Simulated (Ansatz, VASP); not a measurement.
**Two plane-wave programs on Pt**

```
Pt
1.0
     2.83898    0.00000    0.00000
    -1.41949    2.45863    0.00000
     0.00000    0.00000    9.48175
Pt
4
Direct
  0.00000 0.00000 0.00000
  0.00000 0.00000 0.50000
  0.33333 0.66667 0.25000
  0.66667 0.33333 0.75000
```

Alike in both runs: task single point; functional revPBE; k mesh 15 × 15 × 4; occupations fermi-dirac, width 0.1 eV; no spin polarisation.

```csv
,VASP,Ansatz
version,VASP 6.6.1,Ansatz 0.2.0
potentials or method,"VASP PAW PBE potentials, release 64 (Pt), cutoff 520 eV","plane waves (420 eV) with PAW, scalar-relativistic"
valence electrons in the cell,40,72
```

```tsv
	VASP	Ansatz	Ansatz less VASP
pressure (GPa)	-8.5	-8.1	+0.40
traceless stress, the component that is largest in VASP (GPa)	0.40	0.43	+0.033
```

VASP's potentials were made for PBE, not for revPBE. VASP's potentials hold 40 valence electrons a cell and Ansatz's 72, so a difference there can come from the potentials and not from the codes.

Neither program's run includes spin-orbit coupling.
